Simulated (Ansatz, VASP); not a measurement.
**K in VASP and in Ansatz**

INCAR

```
  PREC = Accurate
  ENCUT = 520
  EDIFF = 1E-6
  ISMEAR = 0
  SIGMA = 0.15
  LREAL = False
  LASPH = True
  NELM = 100
  ALGO = Fast
  ISIF = 2
  LWAVE = False
  LCHARG = False
  GGA = PS
  NBANDS = 10
```

File KPOINTS:

```
Automatic mesh
0
Gamma
  14 14 14
```

Contents of POSCAR:

```
K
1.0
   -2.6180000000      2.6180000000      2.7489000000
    2.6180000000     -2.6180000000      2.7489000000
    2.6180000000      2.6180000000     -2.7489000000
K
1
Direct
    0.0000000000      0.0000000000      0.0000000000
```

Input for Ansatz:

```yaml
crystal:
  lattice:
    - [-2.618, 2.618, 2.7489]
    - [2.618, -2.618, 2.7489]
    - [2.618, 2.618, -2.7489]
  atoms:
    - { symbol: K, position: [0.0, 0.0, 0.0] }
basis:
  ecutwfc: 420
kpoints:
  mp_grid: { grid: [14, 14, 14] }
hamiltonian:
  xc: pbesol
scf:
  occupations: { method: gaussian, width: 0.15 }
output:
  forces: true
  stress: true
  eigenvalues: true
```

Change from the starting cell: strain +0.000 along x and y, +0.050 along z, atoms carried along.

Alike in both runs: task single point; functional PBEsol; k mesh 14 × 14 × 14; occupations gaussian, width 0.15 eV; no spin polarisation.

|  | VASP | Ansatz |
| --- | --- | --- |
| version | VASP 6.6.1 | Ansatz 0.2.0 |
| potentials or method | VASP PAW PBE potentials, release 64 (K_sv), cutoff 520 eV | scalar-relativistic, plane waves, PAW |
| valence electrons in the cell | 9 | 9 |

```tsv
	VASP	Ansatz	Ansatz less VASP
gap on the k mesh at the Fermi level (eV)	none	none	-
pressure (GPa)	-0.2	-0.2	+0.01
```

VASP's potentials were made for PBE, not for PBEsol. A gap of «none» marks a metal or a gap that the smearing closes.
